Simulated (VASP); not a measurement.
Write the native input for VASP 6.6.1 that does the following.

```
Task                   : relaxation of cell and atoms
Functional             : PBE
Dispersion             : D3(BJ)
Potentials or basis    : VASP PAW PBE potentials, release 64 (C, O)
Cutoff                 : 600 eV
k mesh                 : 8 × 8 × 4
Occupations            : gaussian, width 0.01 eV
Spin                   : no spin polarisation
Target pressure        : 9 GPa
Dipole correction      : no
Further INCAR settings : ALGO = Normal; EDIFF = 1e-07; IBRION = 2; EDIFFG = -0.002; NSW = 80; ISIF = 3
```

The structure of CO2 lies in POSCAR:

```
CO2
1.0
    2.3923934174     -2.1835382210      0.0000000000
    2.3923934174      2.1835382210      0.0000000000
    0.0000000000      0.0000000000      6.0542720922
C O
2 4
Direct
    0.0000000000      0.0000000000      0.0000000000
    0.5000000000      0.5000000000      0.5000000000
    0.7861926494      0.2138073506      0.8852321836
    0.2138073506      0.7861926494      0.1147678164
    0.7138073506      0.2861926494      0.3852321836
    0.2861926494      0.7138073506      0.6147678164
```

One way to write it, as run:

INCAR

```
SYSTEM = CO2
PREC = Accurate
ENCUT = 600
EDIFF = 1E-7
ISMEAR = 0
SIGMA = 0.01
LREAL = .FALSE.
LASPH = .TRUE.
NELM = 100
ALGO = Normal
ISIF = 3
LWAVE = .FALSE.
LCHARG = .FALSE.
GGA = PE
IVDW = 12
IBRION = 2
NSW = 80
EDIFFG = -0.002
PSTRESS = 90.0
```

KPOINTS

```
Automatic mesh
0
G
  8 8 4
  0 0 0
```

Potentials or basis: VASP PAW PBE potentials, release 64 (C, O).

The run is started by

```bash
$ cat potpaw_PBE.64/C/POTCAR potpaw_PBE.64/O/POTCAR > POTCAR
$ mpirun -np 1 vasp_std > vasp.out
```

It gave:

The relaxed volume is 10.42 Å³/atom and the relaxed cell is a = 3.224 Å, b = 3.224 Å, c = 6.039 Å, α = 90.00°, β = 90.00°, γ = 84.88°. The space group after relaxing (to 0.1 Å) is Cmce (No. 64) and the energy change on relaxing (the run minimises the enthalpy) is +5.6 meV/atom. The ionic steps are 17, the pressure after relaxing is 9.0 GPa and the band gap on the k mesh is 6.05 eV (least direct gap 7.03 eV). The dispersion energy per atom is -0.104 eV.

Caveat: the cell is relaxed towards a set pressure, so the run minimises the enthalpy, not the energy.

Run time: 4.9 min on 1 thread of Intel(R) Xeon(R) 6975P-C (Granite Rapids) (shared host), peak memory 0.24 GiB.
